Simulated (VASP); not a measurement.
Here is a VASP 6.6.1 calculation.

Contents of INCAR:

```
SYSTEM = Mo
PREC = Accurate
ENCUT = 500
EDIFF = 1E-6
ISMEAR = -1
SIGMA = 0.1
LREAL = .FALSE.
LASPH = .TRUE.
NELM = 200
ALGO = Normal
ISIF = 2
LWAVE = .FALSE.
LCHARG = .FALSE.
ISPIN = 2
MAGMOM = 0
LORBIT = 11
LMAXMIX = 4
GGA = PE
NBANDS = 17
GGA_COMPAT = .FALSE.
```

Contents of KPOINTS:

```
Automatic mesh
0
Gamma
  8 8 8
  0.5 0.5 0.5
```

The input POSCAR:

```
Mo
1.0
   -1.5592010000      1.5592010000      1.5592010000
    1.5592010000     -1.5592010000      1.5592010000
    1.5592010000      1.5592010000     -1.5592010000
Mo
1
Direct
    0.0000000000      0.0000000000      0.0000000000
```

Potentials or basis: VASP PAW PBE potentials, release 64 (Mo_sv).

Command:

```console
$ cat potpaw_PBE.64/Mo_sv/POTCAR > POTCAR
$ mpirun -np 1 vasp_std > vasp.out
```

(1) Estimate the net moment.

(2) Estimate the pressure.

Results:

(1) 0.00 μB per cell.

(2) 12.3 GPa.
